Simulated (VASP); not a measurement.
Input of a VASP 6.6.1 run:

Contents of INCAR:

```
PREC = Accurate ; ENCUT = 520
EDIFF = 1E-6 ; ISMEAR = 0
SIGMA = 0.05 ; LREAL = F
LASPH = T ; NELM = 60
ALGO = Normal ; ISIF = 2
LWAVE = F ; LCHARG = T
GGA = PS ; LELF = T
LVHAR = T ; NBANDS = 14
```

The input KPOINTS:

```
regular mesh
0
Gamma
  18 18 18
```

The input POSCAR:

```
Rh
1.0
    0.0000000000      1.8805738059      1.8805738059
    1.8805738059      0.0000000000      1.8805738059
    1.8805738059      1.8805738059      0.0000000000
Rh
1
Direct
    0.0000000000      0.0000000000      0.0000000000
```

Potentials or basis: VASP PAW PBE potentials, release 64 (Rh_pv).

Launch:

```console
$ cat potpaw_PBE.64/Rh_pv/POTCAR > POTCAR
$ mpirun -np 1 vasp_std > vasp.out
```

(1) Estimate the pressure.

Results:

(1) 4.5 GPa.

Caveat: the PAW data sets were made with another functional, which shifts forces and pressure a little.
